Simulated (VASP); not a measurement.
GaP:

```
CELL_PARAMETERS angstrom
0.00000 2.35801 2.35801
2.35801 0.00000 2.35801
2.35801 2.35801 0.00000
ATOMIC_POSITIONS crystal
Ga 0.00000 0.00000 0.00000
P 0.50000 0.50000 0.50000
```

This cell differs from its parent crystal: N replaced by P, lengths x 1.112, strained.

Base run:

| Quantity | Value |
| --- | --- |
| Program | VASP 6.6.1 |
| Functional | PBE |
| Potentials or basis | VASP PAW PBE potentials, release 64 (Ga_d, P) |
| Cutoff | 520 eV |
| k mesh | 16 × 16 × 16 |
| Occupations | gaussian, width 0.1 eV |
| Spin | no spin polarisation |

Its results: band gap on the k mesh zero (band 9 reaches 10.64 eV, above the bottom of band 10 at 7.16 eV); pressure 43.7 GPa.

**Question.** The run is repeated on the same cell with these changes: cutoff from 520 eV to 500 eV; k mesh from 16 × 16 × 16 to 6 × 6 × 6. What comes out?

**Answer.** Band gap on the k mesh zero (band 9 reaches 10.68 eV, above the bottom of band 10 at 7.16 eV); pressure 44.2 GPa.

Caveats: some runs use coarse meshes.
